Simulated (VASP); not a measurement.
A run of VASP 6.6.1 is set up as follows.

The input INCAR:

```
SYSTEM = PbS
PREC = Accurate
ENCUT = 520
EDIFF = 1E-7
ISMEAR = -1
SIGMA = 0.08
LREAL = .FALSE.
LASPH = .TRUE.
NELM = 100
ALGO = Normal
ISIF = 2
LWAVE = .FALSE.
LCHARG = .FALSE.
GGA = PE
NBANDS = 17
```

The input KPOINTS:

```
Automatic mesh
0
G
  11 11 11
  0 0 0
```

File POSCAR:

```
PbS
1.0
    0.0000000000      3.2112017667      3.2112017667
    3.2112017667      0.0000000000      3.2112017667
    3.2112017667      3.2112017667      0.0000000000
Pb S
1 1
Direct
    0.0000000000      0.0000000000      0.0000000000
    0.2500000000      0.2500000000      0.2500000000
```

Potentials or basis: VASP PAW PBE potentials, release 64 (Pb_d, S).

Run with:

```sh
$ cat potpaw_PBE.64/Pb_d/POTCAR potpaw_PBE.64/S/POTCAR > POTCAR
$ mpirun -np 1 vasp_std > vasp.out
```

Predict the pressure.

4.4 GPa.

Predict the band gap on the k mesh.

0.66 eV, indirect (least direct gap 1.16 eV).

Caveat: spin-orbit coupling is left out, which moves the levels of the heavy elements. A k mesh can miss the band edges.
